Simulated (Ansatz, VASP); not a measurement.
## Two plane-wave programs on Al

```
CELL_PARAMETERS angstrom
0.00000 2.10494 2.02398
2.10494 0.00000 2.02398
2.10494 2.10494 0.00000
ATOMIC_POSITIONS crystal
Al 0.00000 0.00000 0.00000
```

Change from the starting cell: strain +0.040 along x and y, +0.000 along z, atoms carried along.

Alike in both runs: task single point; functional PBE; k mesh 20 × 20 × 20; occupations gaussian, width 0.15 eV; no spin polarisation.

|  | VASP | Ansatz |
| --- | --- | --- |
| version | VASP 6.6.1 | Ansatz 0.2.0 |
| potentials or method | VASP PAW PBE potentials, release 64 (Al), cutoff 520 eV | scalar-relativistic, plane waves, PAW |
| valence electrons in the cell | 3 | 3 |

|  | VASP | Ansatz | Ansatz less VASP |
| --- | --- | --- | --- |
| gap on the k mesh at the Fermi level (eV) | none | none | - |
| pressure (GPa) | -5.3 | -5.3 | +0.03 |
| traceless stress, the component that is largest in VASP (GPa) | 0.83 | 0.83 | +0.008 |

A gap of «none» marks a metal or a gap that the smearing closes.
